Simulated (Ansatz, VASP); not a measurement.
BaTe in VASP and in Ansatz

File INCAR:

```
PREC = Accurate
ENCUT = 520
EDIFF = 1E-6
ISMEAR = 0
SIGMA = 0.02
LREAL = F
LASPH = T
NELM = 60
ALGO = Normal
ISIF = 2
LWAVE = F
LCHARG = F
GGA = PE
NBANDS = 15
```

KPOINTS

```
Automatic mesh
0
Gamma
  8 8 8
```

The input POSCAR:

```
BaTe
1.0
    0.0000000000      3.3859415364      3.3859415364
    3.3859415364      0.0000000000      3.3859415364
    3.3859415364      3.3859415364      0.0000000000
Ba Te
1 1
Direct
    0.5000000000      0.5000000000      0.5000000000
    0.0000000000      0.0000000000      0.0000000000
```

Input for Ansatz:

```yaml
crystal:
  lattice:
    - [0.0, 3.3859415364, 3.3859415364]
    - [3.3859415364, 0.0, 3.3859415364]
    - [3.3859415364, 3.3859415364, 0.0]
  atoms:
    - { symbol: Ba, position: [0.5, 0.5, 0.5] }
    - { symbol: Te, position: [0.0, 0.0, 0.0] }
basis:
  ecutwfc: 420
kpoints:
  mp_grid: { grid: [8, 8, 8] }
hamiltonian:
  xc: pbe
scf:
  occupations: { method: gaussian, width: 0.02 }
output:
  forces: true
  stress: true
  eigenvalues: true
```

Alike in both runs: task single point; functional PBE; k mesh 8 × 8 × 8; occupations gaussian, width 0.02 eV; no spin polarisation.

|  | VASP | Ansatz |
| --- | --- | --- |
| version | VASP 6.6.1 | Ansatz 0.2.0 |
| potentials or method | VASP PAW PBE potentials, release 64 (Ba_sv, Te), cutoff 520 eV | scalar-relativistic, plane waves, PAW |
| valence electrons in the cell | 16 | 26 |

Ansatz gave:

* gap on the k mesh at the Fermi level (eV): 1.38
* least direct gap on the mesh (eV): 1.71
* pressure (GPa): 4.8

Q: Estimate VASP's values.

A: gap on the k mesh at the Fermi level (eV): 1.27; least direct gap on the mesh (eV): 1.65; pressure (GPa): 5.3.

VASP's potentials hold 16 valence electrons a cell and Ansatz's 26, so a difference there can come from the potentials and not from the codes.

Spin-orbit coupling is off throughout.
